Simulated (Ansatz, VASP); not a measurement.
# Ti3S2: VASP beside Ansatz

Contents of INCAR:

```
PREC     = Accurate       # precision mode
ENCUT    = 520            # plane-wave cutoff, eV
EDIFF    = 1E-7           # SCF threshold, eV
ISMEAR   = 1              # smearing method
SIGMA    = 0.05           # smearing width, eV
LREAL    = F              # projectors in reciprocal space
LASPH    = T              # aspherical terms in the spheres
NELM     = 80             # most SCF steps
ALGO     = Normal         # electronic algorithm
ISIF     = 2              # what is computed and relaxed
LWAVE    = F              # write WAVECAR
LCHARG   = T              # write CHGCAR
GGA      = PS             # functional
LELF     = T              # ELF
LVHAR    = T            
NBANDS   = 32             # bands
```

File KPOINTS:

```
Automatic mesh
0
Gamma
  6 6 6
```

POSCAR

```
Ti3S2
1.0
    2.6577248674      1.5344432724      3.1715275773
   -2.6577248674      1.5344432724      3.1715275773
    0.0000000000     -3.0688767490      3.1715275773
Ti S
3 2
Direct
    0.3356500000      0.6643400000      0.0000000000
    0.6643400000      0.0000000000      0.3356500000
    0.0000000000      0.3356500000      0.6643400000
    0.8321600000      0.8321600000      0.8321600000
    0.1678400000      0.1678400000      0.1678400000
```

Input for Ansatz:

```yaml
crystal:
  lattice:
    - [2.657724867417277, 1.5344432724142298, 3.1715275772996763]
    - [-2.657724867417277, 1.5344432724142298, 3.1715275772996763]
    - [0.0, -3.0688767489673725, 3.1715275772996763]
  atoms:
    - { symbol: Ti, position: [0.33565, 0.66434, 0.0] }
    - { symbol: Ti, position: [0.66434, 0.0, 0.33565] }
    - { symbol: Ti, position: [0.0, 0.33565, 0.66434] }
    - { symbol: S, position: [0.83216, 0.83216, 0.83216] }
    - { symbol: S, position: [0.16784, 0.16784, 0.16784] }
basis:
  ecutwfc: 500.0
kpoints:
  mp_grid:
    grid: [6, 6, 6]
hamiltonian:
  xc: pbesol
scf:
  occupations:
    method: cold
    width: 0.05
output:
  stress: true
```

Alike in both runs: task single point; functional PBEsol; k mesh 6 × 6 × 6; no spin polarisation.

```csv
,VASP,Ansatz
version,VASP 6.6.1,Ansatz 0.2.0
potentials or method,"VASP PAW PBE potentials, release 64 (Ti_sv, S), cutoff 520 eV","plane waves, PAW"
occupations,"methfessel-paxton of order 1, width 0.05 eV","cold, width 0.05 eV"
valence electrons in the cell,48,48
```

Ansatz gave:

| Quantity | Value |
| --- | --- |
| pressure (GPa) | 4.1 |
| traceless stress, the component that is largest in VASP (GPa) | 0.45 |

Question: Estimate VASP's values.

Answer: Pressure (GPa): 4.3; traceless stress, the component that is largest in VASP (GPa): 0.52.

VASP's potentials were made for PBE, not for PBEsol. Ansatz's warnings: structure snapped to symmetry.
